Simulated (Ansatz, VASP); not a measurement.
## Two plane-wave programs on PbS

POSCAR

```
PbS
1.0
    0.0000000000      2.9650000000      2.9650000000
    2.9650000000      0.0000000000      2.9650000000
    2.9650000000      2.9650000000      0.0000000000
Pb S
1 1
Direct
    0.0000000000      0.0000000000      0.0000000000
    0.5060850576      0.5060850576      0.5060850576
```

INCAR.step1

```
PREC     = Accurate       # precision mode
ENCUT    = 550            # plane-wave cutoff, eV
ISMEAR   = 0              # smearing method
SIGMA    = 0.05           # smearing width, eV
LREAL    = False          # projectors in reciprocal space
LASPH    = True           # aspherical terms in the spheres
NELM     = 120            # most SCF steps
NBANDS   = 17             # bands
GGA      = PE             # functional
ALGO     = Normal         # electronic algorithm
EDIFF    = 1E-5           # SCF threshold, eV
LWAVE    = True           # write WAVECAR
LCHARG   = False          # write CHGCAR
GGA_COMPAT= False
```

The input INCAR.step2:

```
PREC     = Accurate       # precision mode
ENCUT    = 550            # plane-wave cutoff, eV
EDIFF    = 1E-6           # SCF threshold, eV
ISMEAR   = 0              # smearing method
SIGMA    = 0.05           # smearing width, eV
LREAL    = False          # projectors in reciprocal space
LASPH    = True           # aspherical terms in the spheres
NELM     = 120            # most SCF steps
ALGO     = Normal         # electronic algorithm
ISIF     = 2              # what is computed and relaxed
LWAVE    = False          # write WAVECAR
LCHARG   = True           # write CHGCAR
METAGGA  = R2SCAN         # meta-GGA
LMIXTAU  = True         
LELF     = True           # ELF
LVHAR    = True         
NBANDS   = 17             # bands
ISTART   = 1            
GGA_COMPAT= False
```

The input KPOINTS:

```
regular mesh
0
Gamma
  8 8 8
```

Input for Ansatz:

```yaml
crystal:
  lattice:
    - [0.0, 2.965, 2.965]
    - [2.965, 0.0, 2.965]
    - [2.965, 2.965, 0.0]
  atoms:
    - { symbol: Pb, position: [0.0, 0.0, 0.0] }
    - { symbol: S, position: [0.5060850576, 0.5060850576, 0.5060850576] }
basis:
  ecutwfc: 500
kpoints:
  mp_grid: { grid: [8, 8, 8] }
hamiltonian:
  xc: r2scan
scf:
  occupations: { method: gaussian, width: 0.05 }
output:
  forces: true
  stress: true
  eigenvalues: true
```

Change from the starting cell: all S atoms moved +0.062 Å, as atom 2 along Cartesian [1 1 1].

Alike in both runs: task single point; functional r2SCAN; k mesh 8 × 8 × 8; occupations gaussian, width 0.05 eV; no spin polarisation.

```csv
,VASP,Ansatz
version,VASP 6.6.1,Ansatz 0.2.0
potentials or method,"VASP PAW PBE potentials, release 64 (Pb_d, S), cutoff 550 eV","scalar-relativistic, plane waves, PAW"
valence electrons in the cell,20,20
```

|  | VASP | Ansatz | Ansatz less VASP |
| --- | --- | --- | --- |
| gap on the k mesh at the Fermi level (eV) | 0.63 | 0.62 | -0.010 |
| least direct gap on the mesh (eV) | 0.63 | 0.62 | -0.010 |
| pressure (GPa) | 1.4 | 1.4 | +0.01 |
| rms of the force components (eV/Å) | 0.017 | 0.015 | -0.0017 |

VASP's potentials were made for PBE, not for r2SCAN. Atom by atom the forces differ by 0.002 eV/Å (rms over components). With one functional, cell and mesh, what is left measures potentials, basis and numerics.

Spin-orbit coupling is off throughout.
